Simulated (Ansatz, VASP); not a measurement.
## Te: VASP beside Ansatz

INCAR

```
PREC = Accurate
ENCUT = 520
EDIFF = 1E-6
ISMEAR = -1
SIGMA = 0.1
LREAL = F
LASPH = T
NELM = 80
ALGO = Normal
ISIF = 2
LWAVE = F
LCHARG = F
GGA = CA
NBANDS = 13
```

KPOINTS

```
regular mesh
0
Gamma
  9 9 9
```

POSCAR

```
Te
1.0
    0.0000000000      3.5000932594      3.5000932594
    3.5000932594      0.0000000000      3.5000932594
    3.5000932594      3.5000932594      0.0000000000
Te
2
Direct
    0.1250000000      0.1250000000      0.1250000000
    0.8750000000      0.8750000000      0.8750000000
```

Input for Ansatz:

```yaml
crystal:
  lattice:
    - [0.0, 3.5000932594, 3.5000932594]
    - [3.5000932594, 0.0, 3.5000932594]
    - [3.5000932594, 3.5000932594, 0.0]
  atoms:
    - { symbol: Te, position: [0.125, 0.125, 0.125] }
    - { symbol: Te, position: [0.875, 0.875, 0.875] }
hamiltonian:
  xc: lda
  pseudopotentials:
    kind: paw
    azcp:
      Te: "pseudopotentials/Te.paw.azcp"
basis:
  ecutwfc: 420
  fft_grid_basis: typed
kpoints:
  mp_grid: { grid: [9, 9, 9], shift: [0, 0, 0] }
magnetization:
  spin_polarized: false
scf:
  occupations: { method: fermi_dirac, width: 0.1 }
  lower_state_search: "off"
output:
  stress: true
```

Alike in both runs: task single point; functional LDA; k mesh 9 × 9 × 9; occupations fermi-dirac, width 0.1 eV; no spin polarisation.

|  | VASP | Ansatz |
| --- | --- | --- |
| version | VASP 6.6.1 | Ansatz 0.2.0 |
| potentials or method | VASP PAW LDA potentials, release 64 (Te), cutoff 520 eV | plane waves (420 eV) with PAW, scalar-relativistic |
| valence electrons in the cell | 12 | 32 |

VASP gave:

```
pressure (GPa) : 0.1
```

Q: Estimate Ansatz's values.

A: Pressure (GPa): 0.0.

Ansatz warns that its potentials were made for another functional, while VASP's fit it. LDA's correlation is that of Perdew and Zunger in VASP and of Perdew and Wang (1992) in Ansatz. VASP's potentials hold 12 valence electrons a cell and Ansatz's 32, so a difference there can come from the potentials and not from the codes.

Spin-orbit coupling is off throughout.
